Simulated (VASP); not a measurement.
# Sr4LiS2 (P-1) in VASP: single point with PBE

Aim: the single point of Sr4LiS2 with PBE.

All numbers are computed with VASP 6.6.1; they aren't measurements. Logs are shortened: lines on timing, memory, paths and dates and some standing lists are left out, and cuts for length are marked.

### Step 1. The cell of the first run

The typed cell holds 7 atoms: a = 5.948 Å, b = 4.423 Å, c = 9.833 Å, α = 90.00°, β = 89.50°, γ = 89.66°.

### Step 2. Single point, PBE

INCAR reads:

```
PREC = Accurate
ENCUT = 520
EDIFF = 1E-6
ISMEAR = 0
SIGMA = 0.2
LREAL = F
LASPH = T
NELM = 60
ALGO = Normal
ISIF = 2
LWAVE = F
LCHARG = T
GGA = PE
LELF = T
LVHAR = T
NBANDS = 36
```

KPOINTS reads:

```
regular mesh
0
Gamma
  4 4 2
```

POSCAR reads:

```
Sr4LiS2
1.0
    5.9311994110     -0.3254106246     -0.2963056311
    0.2567282085      4.4091325733     -0.2317876174
    0.6016716219      0.4794759531      9.8033513535
Li Sr S
1 4 2
Direct
    0.5000000000      0.0000000000      0.5000000000
    0.0000000000      0.0000000000      0.0000000000
    0.0000000000      0.0000000000      0.5000000000
    0.5025117460      0.4999731450      0.7893091890
    0.4974882540      0.5000268550      0.2106908110
    0.5000000000      0.0000000000      0.0000000000
    0.5000000000      0.5000000000      0.5000000000
```

Potentials or basis: VASP PAW PBE potentials, release 64 (Li_sv, Sr_sv, S).

Started as:

```sh
$ cat potpaw_PBE.64/Li_sv/POTCAR potpaw_PBE.64/Sr_sv/POTCAR potpaw_PBE.64/S/POTCAR > POTCAR
$ mpirun -np 1 vasp_std > vasp.out
```

OUTCAR:

```text
PREC = Accurate
   ENCUT = 520
   EDIFF = 1E-6
   ISMEAR = 0
   LREAL = F
   LASPH = T
   NELM = 60
   ISIF = 2
   GGA = PE

 ion  position               nearest neighbor table
   1  0.500  0.000  0.500-   7 2.21   7 2.21   3 2.97   3 2.97   5 3.60   4 3.60   5 3.60   4 3.60

   2  0.000  0.000  0.000-   6 2.97   6 2.97   5 4.23   4 4.23   5 4.24   4 4.24   5 4.25   4 4.25
                             4 4.26   5 4.26   3 4.92   3 4.92
   3  0.000  0.000  0.500-   1 2.97   1 2.97   7 3.70   7 3.70   7 3.72   7 3.72   5 4.64   4 4.64
                             5 4.66   4 4.66   5 4.69   4 4.69   4 4.71   5 4.71   2 4.92   2 4.92
   4  0.503  0.500  0.789-   7 2.85   6 3.03   6 3.03   1 3.60   1 3.60   5 4.14   2 4.23   2 4.24
                             2 4.25   2 4.26   3 4.64   3 4.66   3 4.69   3 4.71
   5  0.497  0.500  0.211-   7 2.85   6 3.03   6 3.03   1 3.60   1 3.60   4 4.14   2 4.23   2 4.24
                             2 4.25   2 4.26   3 4.64   3 4.66   3 4.69   3 4.71
   6  0.500  0.000  0.000-   2 2.97   2 2.97   4 3.03   5 3.03   4 3.03   5 3.03
   7  0.500  0.500  0.500-   1 2.21   1 2.21   5 2.85   4 2.85   3 3.70   3 3.70   3 3.72   3 3.72

  LATTYP: Found a triclinic cell.
 ALAT       =     7.3905131956
 B/A-ratio  =     0.5984264369
 C/A-ratio  =     1.3305563107
 COS(alpha) =     0.0000863716
 COS(beta)  =     0.0070392703
 COS(gamma) =     0.5936351426

  Lattice vectors:

 A1 = (  -5.6744712025,   4.7345431979,   0.0645180137)
 A2 = (   0.2567282085,   4.4091325733,  -0.2317876174)
 A3 = (  -0.6016716219,  -0.4794759531,  -9.8033513535)

Analysis of symmetry for initial positions (statically):
=====================================================================
 Subroutine PRICEL returns:
 Original cell was already a primitive cell.

 Routine SETGRP: Setting up the symmetry group for a
 triclinic supercell.

 Subroutine GETGRP returns: Found  2 space group operations
 (whereof  2 operations were pure point group operations)
 out of a pool of  2 trial point group operations.

The static configuration has the point symmetry S_2 .

Analysis of symmetry for dynamics (positions and initial velocities):
=====================================================================
 Subroutine PRICEL returns:
 Original cell was already a primitive cell.

 Routine SETGRP: Setting up the symmetry group for a
 triclinic supercell.

 Subroutine GETGRP returns: Found  2 space group operations
 (whereof  2 operations were pure point group operations)
 out of a pool of  2 trial point group operations.

The dynamic configuration has the point symmetry S_2 .

 Subroutine INISYM returns: Found  2 space group operations
 (whereof  2 operations are pure point group operations),
 and found     1 'primitive' translations

----------------------------------------------------------------------------------------

                                     Primitive cell

  volume of cell :     258.6449

  direct lattice vectors                    reciprocal lattice vectors
     5.931199411 -0.325410625 -0.296305631     0.167547892 -0.010269897 -0.009780802
     0.256728208  4.409132573 -0.231787617     0.011784663  0.225497987 -0.011752242
     0.601671622  0.479475953  9.803351354     0.005342757  0.005021203  0.101432442

  length of vectors
     5.947504986  4.422678478  9.833493972     0.168147052  0.226111335  0.101697089

  position of ions in fractional coordinates (direct lattice)
     0.500000000  1.000000000  0.500000000
     0.000000000  0.000000000  0.000000000
     0.000000000  1.000000000  0.500000000
     0.502511746  0.499973145  0.789309189
     0.497488254  0.500026855  0.210690811
     0.500000000  0.000000000  0.000000000
     0.500000000  0.500000000  0.500000000

  ion indices of the primitive-cell ions
   primitive index   ion index
                 1           1
                 2           2
                 3           3
                 4           4
                 5           5
                 6           6
                 7           7

----------------------------------------------------------------------------------------

 KPOINTS: regular mesh

Automatic generation of k-mesh.
 Grid dimensions read from file:
 generate k-points for:    4    4    2

 Generating k-lattice:

  Cartesian coordinates                     Fractional coordinates (reciprocal lattice)
     0.041886973 -0.002567474 -0.002445201     0.250000000  0.000000000  0.000000000
     0.002946166  0.056374497 -0.002938061     0.000000000  0.250000000 -0.000000000
     0.002671378  0.002510601  0.050716221     0.000000000  0.000000000  0.500000000

  Length of vectors
     0.042036763  0.056527834  0.050848544

  Shift w.r.t. Gamma in fractional coordinates (k-lattice)
     0.000000000  0.000000000  0.000000000

 Subroutine IBZKPT returns following result:
 ===========================================

 Found     20 irreducible k-points:

 Following reciprocal coordinates:
            Coordinates               Weight
  0.000000  0.000000  0.000000      1.000000
  0.250000  0.000000  0.000000      2.000000
  0.500000  0.000000  0.000000      1.000000
 -0.000000  0.250000 -0.000000      2.000000
  0.250000  0.250000  0.000000      2.000000
  0.500000  0.250000  0.000000      2.000000
[... 12 lines left out ...]
  0.250000  0.500000  0.500000      2.000000
  0.500000  0.500000  0.500000      1.000000
   k-points           NKPTS =     20   k-points in BZ     NKDIM =     20   number of bands    NBANDS=     36
   number of dos      NEDOS =    301   number of ions     NIONS =      7
   total plane-waves  NPLWV = 138240
   dimension x,y,z NGX =    48 NGY =   36 NGZ =   80
   dimension x,y,z NGXF=    96 NGYF=   72 NGZF=  160
   ions per type =               1   4   2
   NGX,Y,Z   is equivalent  to a cutoff of  13.42, 13.53, 13.52 a.u.
   NGXF,Y,Z  is equivalent  to a cutoff of  26.83, 27.06, 27.05 a.u.
 SYSTEM =  unknown system
   PREC   = accura    normal or accurate (medium, high low for compatibility)
   ISTART =      0    job   : 0-new  1-cont  2-samecut
   ICHARG =      2    charge: 1-file 2-atom 10-const
   ISPIN  =      1    spin polarized calculation?
   LNONCOLLINEAR =      F non collinear calculations
   LSORBIT =      F    spin-orbit coupling
   LASPH  =      T    aspherical Exc in radial PAW
   ENCUT  =  520.0 eV  38.22 Ry    6.18 a.u.  11.06  8.22 18.28*2*pi/ulx,y,z
   NELM   =     60;   NELMIN=  2; NELMDL= -5     # of ELM steps
   EDIFF  = 0.1E-05   stopping-criterion for ELM
   LREAL  =      F    real-space projection
   EDIFFG = 0.1E-04   stopping-criterion for IOM
   NSW    =      0    number of steps for IOM
   IBRION =     -1    ionic relax: 0-MD 1-quasi-New 2-CG
   NFREE  =      0    steps in history (QN), initial steepest desc. (CG)
   ISIF   =      2    stress and relaxation
   ISYM   =      2    0-nonsym 1-usesym 2-fastsym
   POTIM  = 0.5000    time-step for ionic-motion
   TEBEG  =    0.0;   TEEND  =   0.0 temperature during run
   PSTRESS=    0.0 pullay stress
   NELECT =      55.0000    total number of electrons
   NUPDOWN=      -1.0000    fix difference up-down
   EMIN   =  10.00;   EMAX   =-10.00  energy-range for DOS
   EFERMI =   0.00;   METHOD = LEGACY
   ISMEAR =     0;   SIGMA  =   0.20  broadening in eV -4-tet -1-fermi 0-gaus
   EFERMI_NEDOS =   21; number of points for ismear=-14 and -15
   IALGO  =     38    algorithm
   IMIX   =      4    mixing-type and parameters
     AMIX     =   0.40;   BMIX     =  1.00
     AMIX_MAG =   1.60;   BMIX_MAG =  1.00
  volume/ion in A,a.u.               =      36.95       249.35
  Fermi-wavevector in a.u.,A,eV,Ry     =   0.977150  1.846545 12.991134  0.954821
  Thomas-Fermi vector in A             =   2.107824
   LORBIT       =      0    0 simple, 1 ext, 2 COOP (PROOUT), +10 PAW based schemes
   GGA     = PE    functional components
   LHFCALC =     F    Hartree Fock is set to
   AEXX    =    0.0000 exact exchange contribution
   IVDW    =     0    specifies the selected vdW correction
   LEPSILON=     F    determine dielectric tensor
   LRPA    =     F    only Hartree local field effects (RPA)
 non-spin polarized calculation
 Gauss-broadening in eV      SIGMA  =   0.20
  energy-cutoff  :      520.00
  volume of cell :      258.64
 maximum number of plane-waves:      6984
 NGX is ok and might be reduce to    48
   NGX = 23   NGY = 17   NGZ = 37

 number of electron      55.0000006 magnetization

 Free energy of the ion-electron system (eV)
  ---------------------------------------------------
  ext. energy  EPLUGINS =         0.00000000
  ---------------------------------------------------
  free energy    TOTEN  =       -23.12609167 eV

  energy without entropy =      -23.00697275  energy(sigma->0) =      -23.06653221

 E-fermi :   2.4960     XC(G=0):  -7.7590

 val. band max:        2.4678377751   @ k =   0.2500   0.5000   0.5000
 cond. band min:       2.4989578581   @ k =   0.2500   0.5000   0.0000
 fundamental gap:      0.0311200830
 Fermi energy:         2.4960200686

 k-point     1 :       0.0000    0.0000    0.0000
  band No.  band energies     occupation
      1     -44.5111      2.00000
      2     -34.7795      2.00000
      3     -33.9676      2.00000
      4     -33.7415      2.00000
      5     -33.7374      2.00000
      6     -16.8360      2.00000
[... 28 lines left out ...]
     35       4.7159      0.00000
     36       5.0528      0.00000

 k-point     2 :       0.2500    0.0000    0.0000
  band No.  band energies     occupation
      1     -44.5111      2.00000
      2     -34.7796      2.00000
      3     -33.9674      2.00000
      4     -33.7416      2.00000
      5     -33.7374      2.00000
      6     -16.8371      2.00000
[... 28 lines left out ...]
     35       4.7417      0.00000
     36       4.8328      0.00000

 k-point     3 :       0.5000    0.0000    0.0000
  band No.  band energies     occupation
      1     -44.5111      2.00000
      2     -34.7797      2.00000
      3     -33.9672      2.00000
      4     -33.7418      2.00000
      5     -33.7374      2.00000
      6     -16.8382      2.00000
[... 28 lines left out ...]
     35       4.7896      0.00000
     36       4.8503      0.00000

 k-point     4 :      -0.0000    0.2500   -0.0000
  band No.  band energies     occupation
      1     -44.5110      2.00000
      2     -34.7782      2.00000
      3     -33.9661      2.00000
      4     -33.7400      2.00000
      5     -33.7358      2.00000
      6     -16.8319      2.00000
[... 28 lines left out ...]
     35       4.3092      0.00000
     36       5.1453      0.00000

 k-point     5 :       0.2500    0.2500    0.0000
  band No.  band energies     occupation
      1     -44.5110      2.00000
      2     -34.7783      2.00000
      3     -33.9659      2.00000
      4     -33.7400      2.00000
      5     -33.7358      2.00000
      6     -16.8320      2.00000
[... 499 lines left out ...]
 k-point    18 :       0.0000    0.5000    0.5000
  band No.  band energies     occupation
      1     -44.5108      2.00000
      2     -34.7769      2.00000
      3     -33.9645      2.00000
      4     -33.7382      2.00000
      5     -33.7344      2.00000
      6     -16.8278      2.00000
[... 28 lines left out ...]
     35       4.5797      0.00000
     36       4.7490      0.00000

 k-point    19 :       0.2500    0.5000    0.5000
  band No.  band energies     occupation
      1     -44.5108      2.00000
      2     -34.7769      2.00000
      3     -33.9644      2.00000
      4     -33.7382      2.00000
      5     -33.7344      2.00000
      6     -16.8270      2.00000
[... 28 lines left out ...]
     35       4.4010      0.00000
     36       5.1631      0.00000

 k-point    20 :       0.5000    0.5000    0.5000
  band No.  band energies     occupation
      1     -44.5108      2.00000
      2     -34.7770      2.00000
      3     -33.9643      2.00000
      4     -33.7382      2.00000
      5     -33.7344      2.00000
      6     -16.8262      2.00000
[... 28 lines left out ...]
     35       4.4795      0.00000
     36       5.2644      0.00000

------------------------ aborting loop because EDIFF is reached ----------------------------------------

  FORCE on cell =-STRESS in cart. coord.  units (eV):
  Direction    XX          YY          ZZ          XY          YZ          ZX
  --------------------------------------------------------------------------------------
  -------------------------------------------------------------------------------------
  Total        0.4323806      0.1479131      0.2024858     -0.0629520      0.0137484     -0.1015501
  in kB        2.6783841      0.9162485      1.2542996     -0.3899565      0.0851646     -0.6290526
  external PRESSURE =       1.6163107 kB  Pullay stress =       0.0000000 kB

 VOLUME and BASIS-vectors are now :
 -----------------------------------------------------------------------------
  energy-cutoff  :      520.00
  volume of cell :      258.64
      direct lattice vectors                 reciprocal lattice vectors
     5.931199411 -0.325410625 -0.296305631     0.167547892 -0.010269897 -0.009780802
     0.256728208  4.409132573 -0.231787617     0.011784663  0.225497987 -0.011752242
     0.601671622  0.479475953  9.803351354     0.005342757  0.005021203  0.101432442

 POSITION                                       TOTAL-FORCE (eV/Angst)
 -----------------------------------------------------------------------------------
      3.26644      0.07703      4.75352         0.000000      0.000000      0.000000
      0.00000      0.00000      0.00000         0.000000      0.000000      0.000000
      0.30084      0.23974      4.90168         0.000000      0.000000      0.000000
      3.58376      2.41938      7.47309        -0.000781      0.000454      0.007752
      3.20584      2.14382      1.80217         0.000781     -0.000454     -0.007752
      2.96560     -0.16271     -0.14815         0.000000     -0.000000      0.000000
      3.39480      2.28160      4.63763         0.000000     -0.000000     -0.000000
 -----------------------------------------------------------------------------------
    total drift:                                0.000000      0.000000      0.000000

  FREE ENERGIE OF THE ION-ELECTRON SYSTEM (eV)
  ---------------------------------------------------
  free  energy   TOTEN  =       -23.1260916681 eV

  energy  without entropy=      -23.0069727451  energy(sigma->0) =      -23.06653221
```

It took 2.4 min on 1 thread of AMD EPYC 9R45 (Zen 5), shared host; peak memory 0.42 GiB.

Results:

```
Free energy   : -23.1261 eV
Largest force : 0.008 eV/Å
```

Forces on the atoms (eV/Å):
```
Li   0.000  0.000  0.000
Sr   0.000  0.000  0.000
Sr   0.000  0.000  0.000
Sr  -0.001  0.000  0.008
Sr   0.001  0.000 -0.008
S    0.000  0.000  0.000
S    0.000  0.000  0.000
```

Caveat: the cutoff is under 1.25 times the usual one of these potentials, so pressure, stress and relaxed cells hold a basis-set (Pulay) error.
